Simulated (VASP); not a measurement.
Input of a VASP 6.6.1 run:

File INCAR:

```
PREC = Accurate
ENCUT = 520
EDIFF = 1E-8
ISMEAR = -1
SIGMA = 0.03
LREAL = False
LASPH = True
NELM = 80
ALGO = Normal
ISIF = 2
LWAVE = False
LCHARG = False
LEFG = True
NBANDS = 12
```

Contents of KPOINTS:

```
regular mesh
0
Gamma
  12 12 12
```

POSCAR

```
Hg
1.0
    1.7414577458      1.0054310984      2.2487951332
   -1.7414577458      1.0054310984      2.2487951332
    0.0000000000     -2.0108621967      2.2487951332
Hg
1
Direct
    0.0000000000      0.0000000000      0.0000000000
```

Potentials or basis: VASP PAW LDA potentials, release 64 (Hg).

Launch:

```console
$ cat potpaw_LDA.64/Hg/POTCAR > POTCAR
$ mpirun -np 1 vasp_std > vasp.out
```

Predict the pressure.

-1.9 GPa.

Predict the band gap on the k mesh.

zero (bands 6 and 7 overlap by 3.11 eV).

Electric field gradients, principal values (V/Å²):
| atom | least | middle | greatest (by size) |
| --- | --- | --- | --- |
| 1 Hg | 71.268 | 71.268 | -142.536 |

Caveat: without QUAD_EFG the Cq values of the log hold for a quadrupole moment of 1 mb, not for the nuclei; spin-orbit coupling is left out, which moves the levels of the heavy elements.
